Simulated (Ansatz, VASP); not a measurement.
# TiAl3 in VASP and in Ansatz

```
Ti Al
1.0
     3.92396    0.00000    0.00000
     0.00000    3.92396    0.00000
     0.00000    0.00000    3.92396
Ti Al
1 3
Direct
  0.00000 0.00000 0.00000
  0.50000 0.50000 0.00000
  0.50000 0.00000 0.50000
  0.00000 0.50000 0.50000
```

Alike in both runs: functional PBE; dispersion D3(BJ); k mesh 10 × 10 × 10; occupations gaussian, width 0.1 eV; no spin polarisation.

Ansatz relaxed the structure, and its values are those at the end. VASP's run is a single point on that final structure, the one shown.

|  | VASP | Ansatz |
| --- | --- | --- |
| version | VASP 6.6.1 | Ansatz 0.2.0 |
| potentials or method | VASP PAW PBE potentials, release 64 (Ti_sv, Al), cutoff 520 eV | scalar-relativistic, plane waves, PAW |
| valence electrons in the cell | 21 | 21 |

```csv
,VASP,Ansatz,Ansatz less VASP
gap on the k mesh at the Fermi level (eV),none,none,-
pressure (GPa),-0.1,0.0,+0.08
```

A gap of «none» marks a metal or a gap that the smearing closes.
